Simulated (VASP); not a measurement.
A run of VASP 6.6.1:

INCAR

```
PREC     = Accurate       # precision mode
ENCUT    = 520            # plane-wave cutoff, eV
EDIFF    = 1E-6           # SCF threshold, eV
ISMEAR   = -1             # smearing method
SIGMA    = 0.17           # smearing width, eV
LREAL    = Auto         
LASPH    = T              # aspherical terms in the spheres
NELM     = 100            # most SCF steps
ALGO     = Normal         # electronic algorithm
ISIF     = 2              # what is computed and relaxed
LWAVE    = F              # write WAVECAR
LCHARG   = F              # write CHGCAR
GGA      = PS             # functional
NBANDS   = 98             # bands
```

The input KPOINTS:

```
regular mesh
0
Gamma
  3 2 2
```

File POSCAR:

```
TiSi2
1.0
    4.7949460000      0.0000000000      0.0000000000
    0.0000000000      8.2624690000      0.0000000000
    0.0000000000      0.0000000000      8.5542010000
Ti Si
8 16
Direct
    0.5209026337      0.4960018609      0.5426456545
    0.8082259946      0.7316215044      0.7612750741
    0.0308449772      0.0063419300      0.5167402543
    0.2994819963      0.2295681836      0.7707207254
    0.0553708008      0.5138294619      0.0203759533
    0.3189191286      0.7652313128      0.2670266925
    0.5214448713     -0.0022995548      0.0026770472
    0.7984031520      0.2464517567      0.2701128954
    0.4893277213      0.7969530657      0.5151620823
    0.5509968204      0.1331442212      0.5281732332
    0.3102850376      0.0818641498      0.2642210535
    0.2725161034      0.4168487652      0.2996773164
    0.0380817636      0.3134777268      0.5407050875
   -0.0224820050      0.6473246677      0.5363212765
    0.8357549803      0.5933698511      0.2564354052
    0.7855980026      0.9285965248      0.2751045948
    0.0425447961      0.8352346012      0.0336793582
    0.0143901516      0.1581730594      0.0292838571
    0.7932518948      0.0329562507      0.7673188881
    0.8190707466      0.4144402841      0.7707090352
    0.5026125425      0.3633054478      0.0234270857
    0.5545839307      0.6732491220      0.0357718973
    0.3661146549      0.5747555604      0.7903134378
    0.3107855646      0.8965237873      0.7614036659
```

Potentials or basis: VASP PAW PBE potentials, release 64 (Ti_sv, Si).

Command:

```sh
$ cat potpaw_PBE.64/Ti_sv/POTCAR potpaw_PBE.64/Si/POTCAR > POTCAR
$ mpirun -np 1 vasp_std > vasp.out
```

Hardware: 1 thread of AMD EPYC 9R45 96-Core Processor (Zen 5) (shared host).

Q: Estimate the wall time of this run.

A: It took 4.5 min on 1 thread of AMD EPYC 9R45 96-Core Processor (Zen 5) (shared host), peak memory 0.42 GiB. Counts: scf iterations 19, k points 8.
